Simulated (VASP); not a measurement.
Set up this calculation in VASP 6.6.1, as the native input.

```
Task                   : single point
Functional             : PBE
Potentials or basis    : VASP PAW PBE potentials, release 64 (Hg, Te)
Cutoff                 : 520 eV
k mesh                 : 6 × 6 × 6
Occupations            : fermi-dirac, width 0.02 eV
Spin                   : no spin polarisation
Dipole correction      : no
Further INCAR settings : ALGO = Normal; EDIFF = 1e-06; NBANDS = 16
```

The structure of HgTe lies in POSCAR:

```
HgTe
1.0
   -0.1546850304      3.2660391740      3.2660391740
    3.2660391740     -0.1546850304      3.2660391740
    3.2660391740      3.2660391740     -0.1546850304
Hg Te
1 1
Direct
   -0.0042578237     -0.0042578237     -0.0042578237
    0.2542578237      0.2542578237      0.2542578237
```

This cell differs from its parent crystal: epitaxial 111 strain +4.0%.

The input as run:

INCAR

```
  PREC = Accurate
  ENCUT = 520
  EDIFF = 1E-6
  ISMEAR = -1
  SIGMA = 0.02
  LREAL = F
  LASPH = T
  NELM = 100
  ALGO = Normal
  ISIF = 2
  LWAVE = F
  LCHARG = F
  GGA = PE
  NBANDS = 16
```

KPOINTS

```
Automatic mesh
0
Gamma
  6 6 6
```

Potentials or basis: VASP PAW PBE potentials, release 64 (Hg, Te).

Run with:

```console
$ cat potpaw_PBE.64/Hg/POTCAR potpaw_PBE.64/Te/POTCAR > POTCAR
$ mpirun -np 1 vasp_std > vasp.out
```

Results of the run:

```json
{
  "Pressure": "-0.4 GPa",
  "Largest force": "0.017 eV/Å",
  "Band gap on the k mesh": "0.25 eV, direct"
}
```

Caveat: the cell differs from its parent crystal (epitaxial 111 strain +4.0%); spin-orbit coupling is left out, which moves the levels of the heavy elements.

It took 27 s on 1 thread of Intel(R) Xeon(R) Platinum 8488C (Sapphire Rapids) (shared host), peak memory 0.22 GiB.
